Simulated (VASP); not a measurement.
Set up this calculation in VASP 6.6.1, as the native input.

```
Task                   : single point
Functional             : PBE
Potentials or basis    : VASP PAW PBE potentials, release 64 (Mo_sv, Se)
Cutoff                 : 520 eV
k mesh                 : 8 × 8 × 8
Occupations            : fermi-dirac, width 0.05 eV
Spin                   : no spin polarisation
Dipole correction      : no
Further INCAR settings : ALGO = Normal; EDIFF = 1e-07; NBANDS = 17
```

The structure of MoSe lies in POSCAR:

```
MoSe
1.0
    0.0000000000      2.8537817509      2.8537817509
    2.8537817509      0.0000000000      2.8537817509
    2.8537817509      2.8537817509      0.0000000000
Mo Se
1 1
Direct
    0.0000000000      0.0000000000      0.0000000000
    0.5000000000      0.5000000000      0.5000000000
```

This cell differs from its parent crystal: volume scaled by 0.96.

One way to write it, as run:

INCAR

```
SYSTEM = MoSe
ALGO = Normal
EDIFF = 1E-7
ENCUT = 520
GGA = PE
ISIF = 2
ISMEAR = -1
LASPH = .TRUE.
LCHARG = .TRUE.
LELF = .TRUE.
LREAL = .FALSE.
LVHAR = .TRUE.
LWAVE = .FALSE.
NBANDS = 17
NELM = 60
PREC = Accurate
SIGMA = 0.05
```

KPOINTS

```
k-points
0
G
  8 8 8
  0 0 0
```

Potentials or basis: VASP PAW PBE potentials, release 64 (Mo_sv, Se).

Command:

```sh
$ cat potpaw_PBE.64/Mo_sv/POTCAR potpaw_PBE.64/Se/POTCAR > POTCAR
$ mpirun -np 1 vasp_std > vasp.out
```

Results of the run:

```json
{
 "Pressure": "-19.4 GPa",
 "Band gap on the k mesh": "zero (band 10 reaches 6.45 eV, above the bottom of band 11 at 5.15 eV)"
}
```

Wall time 15 s on 1 thread of Intel(R) Xeon(R) Platinum 8488C (Sapphire Rapids), on a shared host, peak memory 0.17 GiB.
